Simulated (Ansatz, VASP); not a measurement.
One calculation of BiTe3, two programs

INCAR

```
  PREC = Accurate
  ENCUT = 520
  EDIFF = 1E-6
  ISMEAR = 0
  SIGMA = 0.05
  LREAL = F
  LASPH = T
  NELM = 100
  ALGO = Normal
  ISIF = 2
  LWAVE = F
  LCHARG = F
  GGA = PE
  NBANDS = 24
```

File KPOINTS:

```
regular mesh
0
Gamma
  6 6 6
```

The input POSCAR:

```
BiTe3
1.0
    6.0412745303      0.0000000000      0.0000000000
    0.0000000000      6.0412745303      0.0000000000
    0.0000000000      0.0000000000      6.0412745303
Bi Te
1 3
Direct
    0.0000000000      0.0000000000      0.0198633582
    0.5000000000      0.0000000000      0.0000000000
    0.0000000000      0.0000000000      0.5000000000
    0.0000000000      0.5000000000      0.0000000000
```

Input for Ansatz:

```yaml
crystal:
  lattice:
    - [6.0412745303, 0.0, 0.0]
    - [0.0, 6.0412745303, 0.0]
    - [0.0, 0.0, 6.0412745303]
  atoms:
    - { symbol: Bi, position: [0.0, 0.0, 0.0198633582] }
    - { symbol: Te, position: [0.5, 0.0, 0.0] }
    - { symbol: Te, position: [0.0, 0.0, 0.5] }
    - { symbol: Te, position: [0.0, 0.5, 0.0] }
basis:
  ecutwfc: 420
  ecutrho_ratio: 4
kpoints:
  mp_grid: { grid: [6, 6, 6] }
hamiltonian:
  xc: pbe
scf:
  occupations: { method: gaussian, width: 0.05 }
output:
  forces: true
  stress: true
  eigenvalues: true
```

Alike in both runs: task single point; functional PBE; k mesh 6 × 6 × 6; occupations gaussian, width 0.05 eV; no spin polarisation.

|  | VASP | Ansatz |
| --- | --- | --- |
| version | VASP 6.6.1 | Ansatz 0.2.0 |
| potentials or method | VASP PAW PBE potentials, release 64 (Bi_d, Te), cutoff 520 eV | scalar-relativistic, plane waves, PAW |
| valence electrons in the cell | 33 | 63 |

|  | VASP | Ansatz | Ansatz less VASP |
| --- | --- | --- | --- |
| gap on the k mesh at the Fermi level (eV) | none | none | - |
| pressure (GPa) | 0.1 | 0.1 | +0.03 |
| traceless stress, the component that is largest in VASP (GPa) | 0.26 | 0.26 | +0.002 |
| rms of the force components (eV/Å) | 0.058 | 0.058 | -0.0002 |

Atom by atom the forces differ by 0.001 eV/Å (rms over components). A gap of «none» marks a metal or a gap that the smearing closes. The functional is the same, so the differences come from potentials, cutoffs and numerics. VASP's potentials hold 33 valence electrons a cell and Ansatz's 63, so a difference there can come from the potentials and not from the codes.

Spin-orbit coupling is off throughout.
